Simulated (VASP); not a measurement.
# Tc (P6_3/mmc) in VASP: notebook

The runs below take Tc through single point, with PBEsol.

Everything below comes from runs of VASP 6.6.1. Logs are shortened: lines on timing, memory, paths and dates and some standing lists are left out, and cuts for length are marked.

## (1) The cell of the first run

It takes space group P6_3/mmc (No. 194, hexagonal). The conventional cell has a = 2.742 Å, b = 2.742 Å, c = 4.385 Å, α = 90.00°, β = 90.00°, γ = 120.00°. Tc (site symmetry -6m2) has 12 Tc at 2.70 to 2.74 Å within 3.6 Å.

## (2) Single point, PBEsol (volume scaled by 1.020)

File INCAR:

```
  PREC = Accurate
  ENCUT = 520
  EDIFF = 1E-6
  ISMEAR = 0
  SIGMA = 0.05
  LREAL = False
  LASPH = True
  NELM = 100
  ALGO = Normal
  ISIF = 2
  LWAVE = False
  LCHARG = False
  GGA = PS
  NBANDS = 20
```

File KPOINTS:

```
regular mesh
0
Gamma
  18 18 10
```

File POSCAR:

```
Tc
1.0
    2.7422566654      0.0000000000      0.0000000000
   -1.3711283327      2.3748639359      0.0000000000
    0.0000000000      0.0000000000      4.3845941916
Tc
2
Direct
    0.3333333333      0.6666666667      0.2500000000
    0.6666666667      0.3333333333      0.7500000000
```

Potentials or basis: VASP PAW PBE potentials, release 64 (Tc_pv).

Run with:

```bash
$ cat potpaw_PBE.64/Tc_pv/POTCAR > POTCAR
$ mpirun -np 1 vasp_std > vasp.out
```

OUTCAR:

```text
PREC = Accurate
   ENCUT = 520
   EDIFF = 1E-6
   ISMEAR = 0
   LREAL = False
   LASPH = True
   NELM = 100
   ISIF = 2
   GGA = PS

 ion  position               nearest neighbor table
   1  0.333  0.667  0.250-   2 2.70   2 2.70   2 2.70   2 2.70   2 2.70   2 2.70
   2  0.667  0.333  0.750-   1 2.70   1 2.70   1 2.70   1 2.70   1 2.70   1 2.70

  LATTYP: Found a hexagonal cell.
 ALAT       =     2.7422566654
 C/A-ratio  =     1.5989000034

  Lattice vectors:

 A1 = (   2.7422566654,   0.0000000000,   0.0000000000)
 A2 = (  -1.3711283327,   2.3748639359,   0.0000000000)
 A3 = (   0.0000000000,   0.0000000000,   4.3845941916)

Analysis of symmetry for initial positions (statically):
=====================================================================
 Subroutine PRICEL returns:
 Original cell was already a primitive cell.

 Routine SETGRP: Setting up the symmetry group for a
 hexagonal supercell.

 Subroutine GETGRP returns: Found 24 space group operations
 (whereof 12 operations were pure point group operations)
 out of a pool of 24 trial point group operations.

The static configuration has the point symmetry D_3d.
 The point group associated with its full space group is D_6h.

Analysis of symmetry for dynamics (positions and initial velocities):
=====================================================================
 Subroutine PRICEL returns:
 Original cell was already a primitive cell.

 Routine SETGRP: Setting up the symmetry group for a
 hexagonal supercell.

 Subroutine GETGRP returns: Found 24 space group operations
 (whereof 12 operations were pure point group operations)
 out of a pool of 24 trial point group operations.

The dynamic configuration has the point symmetry D_3d.
 The point group associated with its full space group is D_6h.

 Subroutine INISYM returns: Found 24 space group operations
 (whereof 12 operations are pure point group operations),
 and found     1 'primitive' translations

----------------------------------------------------------------------------------------

                                     Primitive cell

  volume of cell :      28.5546

  direct lattice vectors                    reciprocal lattice vectors
     2.742256665  0.000000000  0.000000000     0.364663167  0.210538378  0.000000000
    -1.371128333  2.374863936  0.000000000     0.000000000  0.421076755  0.000000000
     0.000000000  0.000000000  4.384594192     0.000000000  0.000000000  0.228071278

  length of vectors
[... 78 lines left out ...]
   LSORBIT =      F    spin-orbit coupling
   LASPH  =      T    aspherical Exc in radial PAW
   ENCUT  =  520.0 eV  38.22 Ry    6.18 a.u.   5.10  5.10  8.15*2*pi/ulx,y,z
   NELM   =    100;   NELMIN=  2; NELMDL= -5     # of ELM steps
   EDIFF  = 0.1E-05   stopping-criterion for ELM
   LREAL  =      F    real-space projection
   EDIFFG = 0.1E-04   stopping-criterion for IOM
   NSW    =      0    number of steps for IOM
   IBRION =     -1    ionic relax: 0-MD 1-quasi-New 2-CG
   NFREE  =      0    steps in history (QN), initial steepest desc. (CG)
   ISIF   =      2    stress and relaxation
   ISYM   =      2    0-nonsym 1-usesym 2-fastsym
   POTIM  = 0.5000    time-step for ionic-motion
   TEBEG  =    0.0;   TEEND  =   0.0 temperature during run
   PSTRESS=    0.0 pullay stress
   NELECT =      26.0000    total number of electrons
   NUPDOWN=      -1.0000    fix difference up-down
   EMIN   =  10.00;   EMAX   =-10.00  energy-range for DOS
   EFERMI =   0.00;   METHOD = LEGACY
   ISMEAR =     0;   SIGMA  =   0.05  broadening in eV -4-tet -1-fermi 0-gaus
   EFERMI_NEDOS =   21; number of points for ismear=-14 and -15
   IALGO  =     38    algorithm
   IMIX   =      4    mixing-type and parameters
     AMIX     =   0.40;   BMIX     =  1.00
     AMIX_MAG =   1.60;   BMIX_MAG =  1.00
  volume/ion in A,a.u.               =      14.28        96.35
  Fermi-wavevector in a.u.,A,eV,Ry     =   1.586745  2.998514 34.256210  2.517760
  Thomas-Fermi vector in A             =   2.686009
   LORBIT       =      0    0 simple, 1 ext, 2 COOP (PROOUT), +10 PAW based schemes
   GGA     = PS    functional components
   LHFCALC =     F    Hartree Fock is set to
   AEXX    =    0.0000 exact exchange contribution
   IVDW    =     0    specifies the selected vdW correction
   LEPSILON=     F    determine dielectric tensor
   LRPA    =     F    only Hartree local field effects (RPA)
 non-spin polarized calculation
 Gauss-broadening in eV      SIGMA  =   0.05
  energy-cutoff  :      520.00
  volume of cell :       28.55
 maximum number of plane-waves:       786
   NGX = 11   NGY = 11   NGZ = 17

 number of electron      25.9999998 magnetization

 Free energy of the ion-electron system (eV)
  ---------------------------------------------------
  ext. energy  EPLUGINS =         0.00000000
  ---------------------------------------------------
  free energy    TOTEN  =       -22.52399277 eV

  energy without entropy =      -22.52176420  energy(sigma->0) =      -22.52287849

 E-fermi :  12.5125     XC(G=0): -13.9548

 val. band max:       12.5115923867   @ k =   0.3333   0.2778   0.5000
 cond. band min:      12.5151749508   @ k =   0.1111   0.1111   0.0000
 fundamental gap:      0.0035825641
 Fermi energy:        12.5124808713

 k-point     1 :       0.0000    0.0000    0.0000
  band No.  band energies     occupation
      1     -26.8514      2.00000
      2     -25.7314      2.00000
      3     -25.7314      2.00000
      4     -25.5397      2.00000
      5     -25.5397      2.00000
      6     -25.4927      2.00000
[... 541 lines left out ...]
     19      24.0774      0.00000
     20      24.7619      0.00000

 [... further k-points ...]

------------------------ aborting loop because EDIFF is reached ----------------------------------------

  FORCE on cell =-STRESS in cart. coord.  units (eV):
  Direction    XX          YY          ZZ          XY          YZ          ZX
  --------------------------------------------------------------------------------------
  -------------------------------------------------------------------------------------
  Total       -1.2169753     -1.2169753     -1.2364896      0.0000000     -0.0000000     -0.0000000
  in kB      -68.2835517    -68.2835517    -69.3784835      0.0000000     -0.0000000     -0.0000000
  external PRESSURE =     -68.6485290 kB  Pullay stress =       0.0000000 kB

 VOLUME and BASIS-vectors are now :
 -----------------------------------------------------------------------------
  energy-cutoff  :      520.00
  volume of cell :       28.55
      direct lattice vectors                 reciprocal lattice vectors
     2.742256665  0.000000000  0.000000000     0.364663167  0.210538378  0.000000000
    -1.371128333  2.374863936  0.000000000     0.000000000  0.421076755  0.000000000
     0.000000000  0.000000000  4.384594192     0.000000000  0.000000000  0.228071278

 POSITION                                       TOTAL-FORCE (eV/Angst)
 -----------------------------------------------------------------------------------
     -0.00000      1.58324      1.09615        -0.000000      0.000000      0.000000
      1.37113      0.79162      3.28845         0.000000      0.000000      0.000000
 -----------------------------------------------------------------------------------
    total drift:                               -0.000000      0.000000     -0.000000

  FREE ENERGIE OF THE ION-ELECTRON SYSTEM (eV)
  ---------------------------------------------------
  free  energy   TOTEN  =       -22.5239927703 eV

  energy  without entropy=      -22.5217642007  energy(sigma->0) =      -22.52287849
```

Run time: 31 s. Hardware: 1 thread of Intel Xeon 6975P-C (Granite Rapids), shared host; peak memory 0.21 GiB.

Results:

| Quantity | Value |
| --- | --- |
| Free energy | -22.5240 eV |
| Pressure | -6.9 GPa |
| Band gap on the k mesh | zero (band 13 reaches 14.28 eV, above the bottom of band 14 at 10.85 eV) |

Stress tensor (GPa, compression positive):
```
-6.83  0.00  0.00
 0.00 -6.83  0.00
 0.00  0.00 -6.94
```

Levels at points of the mesh, in eV from the Fermi level:
```csv
k point,band 10,band 11,band 12,band 13,band 14,band 15,band 16,band 17
"(0.00, 0.00, 0.00)",-1.53,-1.42,-0.79,-0.79,-0.11,-0.11,1.72,2.59
"(0.50, 0.00, 0.00)",-1.89,-1.09,-0.92,-0.45,2.97,3.41,3.41,5.36
"(0.00, 0.00, 0.50)",-1.85,-1.66,-1.66,-1.66,-1.66,1.92,1.92,1.92
"(0.50, 0.00, 0.50)",-3.66,0.16,0.16,1.45,1.45,3.24,3.24,4.41
```

Caveat: the PAW data sets were made with another functional, which shifts forces and pressure a little.

## (3) Single point, PBEsol (volume scaled by 1.040)

File INCAR:

```
SYSTEM = Tc
PREC = Accurate
ENCUT = 520
EDIFF = 1E-7
ISMEAR = 0
SIGMA = 0.05
LREAL = .False.
LASPH = .True.
NELM = 80
ALGO = Fast
ISIF = 2
LWAVE = .False.
LCHARG = .True.
GGA = PS
LELF = .True.
LVHAR = .True.
NBANDS = 20
```

File KPOINTS:

```
Automatic mesh
0
Gamma
  18 18 10
  0 0 0
```

File POSCAR:

```
Tc
1.0
    2.7607311153      0.0000000000      0.0000000000
   -1.3803655576      2.3908632788      0.0000000000
    0.0000000000      0.0000000000      4.4109339346
Tc
2
Direct
    0.3333333333      0.6666666667      0.2500000000
    0.6666666667      0.3333333333      0.7500000000
```

Potentials or basis: VASP PAW PBE potentials, release 64 (Tc_pv).

Run with:

```bash
$ cat potpaw_PBE.64/Tc_pv/POTCAR > POTCAR
$ mpirun -np 1 vasp_std > vasp.out
```

OUTCAR:

```text
SYSTEM = Tc
   PREC = Accurate
   ENCUT = 520
   EDIFF = 1E-7
   ISMEAR = 0
   LREAL = .False.
   LASPH = .True.
   NELM = 80
   ISIF = 2
   GGA = PS

 ion  position               nearest neighbor table
   1  0.333  0.667  0.250-   2 2.72   2 2.72   2 2.72   2 2.72   2 2.72   2 2.72
   2  0.667  0.333  0.750-   1 2.72   1 2.72   1 2.72   1 2.72   1 2.72   1 2.72

  LATTYP: Found a hexagonal cell.
 ALAT       =     2.7607311153
 C/A-ratio  =     1.5977412324

  Lattice vectors:

[... 744 lines left out ...]

  FORCE on cell =-STRESS in cart. coord.  units (eV):
  Direction    XX          YY          ZZ          XY          YZ          ZX
  --------------------------------------------------------------------------------------
  -------------------------------------------------------------------------------------
  Total       -2.2562041     -2.2562041     -2.2486315     -0.0000000      0.0000000      0.0000000
  in kB     -124.1593873   -124.1593873   -123.7426665     -0.0000000      0.0000000      0.0000000
  external PRESSURE =    -124.0204804 kB  Pullay stress =       0.0000000 kB

 VOLUME and BASIS-vectors are now :
 -----------------------------------------------------------------------------
  energy-cutoff  :      520.00
  volume of cell :       29.11
      direct lattice vectors                 reciprocal lattice vectors
     2.760731115  0.000000000  0.000000000     0.362222889  0.209129482  0.000000000
    -1.380365558  2.390863279  0.000000000     0.000000000  0.418258965  0.000000000
     0.000000000  0.000000000  4.410933935     0.000000000  0.000000000  0.226709358

 POSITION                                       TOTAL-FORCE (eV/Angst)
 -----------------------------------------------------------------------------------
     -0.00000      1.59391      1.10273        -0.000000      0.000000      0.000000
      1.38037      0.79695      3.30820         0.000000      0.000000      0.000000
 -----------------------------------------------------------------------------------
    total drift:                               -0.000000      0.000000     -0.000000

  FREE ENERGIE OF THE ION-ELECTRON SYSTEM (eV)
  ---------------------------------------------------
  free  energy   TOTEN  =       -22.4908988296 eV

  energy  without entropy=      -22.4886031047  energy(sigma->0) =      -22.48975097
```

Run time: 43 s. Hardware: 1 thread of Intel Xeon 6975P-C (Granite Rapids), shared host; peak memory 0.22 GiB.

What came out:

```yaml
Free_energy: -22.4909 eV
Pressure: -12.4 GPa
Band_gap_on_the_k_mesh: zero (band 13 reaches 13.91 eV, above the bottom of band 14 at 10.57 eV)
```

Levels at points of the mesh, in eV from the Fermi level:
```
           k point  band 10  band 11  band 12  band 13  band 14  band 15  band 16  band 17
(0.00, 0.00, 0.00)    -1.48    -1.37    -0.77    -0.77    -0.11    -0.11     1.67     2.52
(0.50, 0.00, 0.00)    -1.84    -1.06    -0.93    -0.44     2.88     3.31     3.31     5.22
(0.00, 0.00, 0.50)    -1.81    -1.62    -1.62    -1.62    -1.62     1.87     1.87     1.87
(0.50, 0.00, 0.50)    -3.55     0.16     0.16     1.40     1.40     3.14     3.14     4.30
```

Caveat: the PAW data sets were made with another functional, which shifts forces and pressure a little.
